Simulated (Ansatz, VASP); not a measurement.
**InSb3: VASP beside Ansatz**

The input INCAR:

```
SYSTEM = InSb3
ALGO = Normal
EDIFF = 1E-6
ENCUT = 520
GGA = PS
ISIF = 2
ISMEAR = 0
LASPH = .True.
LCHARG = .False.
LREAL = .False.
LWAVE = .False.
NBANDS = 22
NELM = 60
PREC = Accurate
SIGMA = 0.15
```

Contents of KPOINTS:

```
k-points
0
Gamma
  10 10 10
  0 0 0
```

Contents of POSCAR:

```
InSb3
1.0
    4.5279079406      0.0000000000      0.0000000000
    0.0000000000      4.5279079406      0.0000000000
    0.0000000000      0.0000000000      5.4316783656
In Sb
1 3
Direct
    0.0000000000      0.0000000000      0.0000000000
    0.5000000000      0.0000000000      0.5000000000
    0.0000000000      0.5000000000      0.5000000000
    0.5000000000      0.5000000000      0.0000000000
```

Input for Ansatz:

```yaml
crystal:
  lattice:
    - [4.5279079406, 0.0, 0.0]
    - [0.0, 4.5279079406, 0.0]
    - [0.0, 0.0, 5.4316783656]
  atoms:
    - { symbol: In, position: [0.0, 0.0, 0.0] }
    - { symbol: Sb, position: [0.5, 0.0, 0.5] }
    - { symbol: Sb, position: [0.0, 0.5, 0.5] }
    - { symbol: Sb, position: [0.5, 0.5, 0.0] }
basis:
  ecutwfc: 420
kpoints:
  mp_grid: { grid: [10, 10, 10] }
hamiltonian:
  xc: pbesol
  pseudopotentials: { kind: paw, azcp: { folder: soft_1 } }
scf:
  occupations: { method: gaussian, width: 0.15 }
output:
  forces: true
  stress: true
  eigenvalues: true
```

Alike in both runs: task single point; functional PBEsol; k mesh 10 × 10 × 10; occupations gaussian, width 0.15 eV; no spin polarisation.

|  | VASP | Ansatz |
| --- | --- | --- |
| version | VASP 6.6.1 | Ansatz 0.2.0 |
| potentials or method | VASP PAW PBE potentials, release 64 (In_d, Sb), cutoff 520 eV | scalar-relativistic, plane waves, PAW |
| valence electrons in the cell | 28 | 58 |

```tsv
	VASP	Ansatz	Ansatz less VASP
gap on the k mesh at the Fermi level (eV)	none	none	-
pressure (GPa)	-2.6	-2.6	+0.01
traceless stress, the component that is largest in VASP (GPa)	-0.29	-0.27	+0.020
```

VASP's potentials were made for PBE, not for PBEsol, and Ansatz warns of the same on its side. A gap of «none» marks a metal or a gap that the smearing closes. VASP's potentials hold 28 valence electrons a cell and Ansatz's 58, so a difference there can come from the potentials and not from the codes.

Neither program's run includes spin-orbit coupling.
